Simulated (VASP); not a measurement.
## C: single point with PBEsol

The system is C.

```
CELL_PARAMETERS angstrom
0.00000 1.74824 1.83565
1.74824 0.00000 1.83565
1.74824 1.74824 0.00000
ATOMIC_POSITIONS crystal
C 0.50000 0.50000 0.50000
C 0.75000 0.75000 0.75000
```

This cell differs from its parent crystal: ratio of the length along z to the lengths across it x 1.05, volume and fractional coordinates fixed.

* Program: VASP 6.6.1
* Task: single point
* Functional: PBEsol
* Potentials or basis: VASP PAW PBE potentials, release 64 (C_h)
* Cutoff: 910 eV
* k mesh: 12 × 12 × 12
* Occupations: gaussian, width 0.05 eV
* Spin: no spin polarisation

- Pressure: 0.0 GPa
- Band gap on the k mesh: 3.45 eV, indirect (least direct gap 5.14 eV)

Stress tensor (GPa, compression positive):
```
 15.95   0.00   0.00
  0.00  15.95   0.00
  0.00   0.00 -31.75
```

Levels at points of the mesh, in eV from the valence-band top:
| k point | band 1 | band 2 | band 3 | band 4 | band 5 | band 6 | band 7 | band 8 |
| --- | --- | --- | --- | --- | --- | --- | --- | --- |
| (0.00, 0.00, 0.00) | -21.93 | -0.78 | 0.00 | 0.00 | 5.14 | 5.14 | 5.74 | 13.32 |
| (0.50, 0.00, 0.00) | -16.02 | -13.84 | -3.55 | -2.63 | 7.34 | 8.38 | 9.34 | 15.35 |
| (0.50, 0.50, 0.00) | -13.62 | -13.62 | -6.16 | -6.16 | 5.14 | 5.14 | 16.50 | 16.50 |
| (0.50, 0.00, 0.50) | -12.85 | -12.85 | -6.89 | -6.89 | 4.00 | 4.00 | 16.64 | 16.64 |

It used 48 s of CPU time on 1 thread of AMD EPYC 7R13 Processor (Zen 3), with other jobs on the host.

Caveat: the cutoff is under 1.25 times the usual one of these potentials, so pressure, stress and relaxed cells hold a basis-set (Pulay) error; the PAW data sets were made with another functional, which shifts forces and pressure a little. A k mesh can miss the band edges.
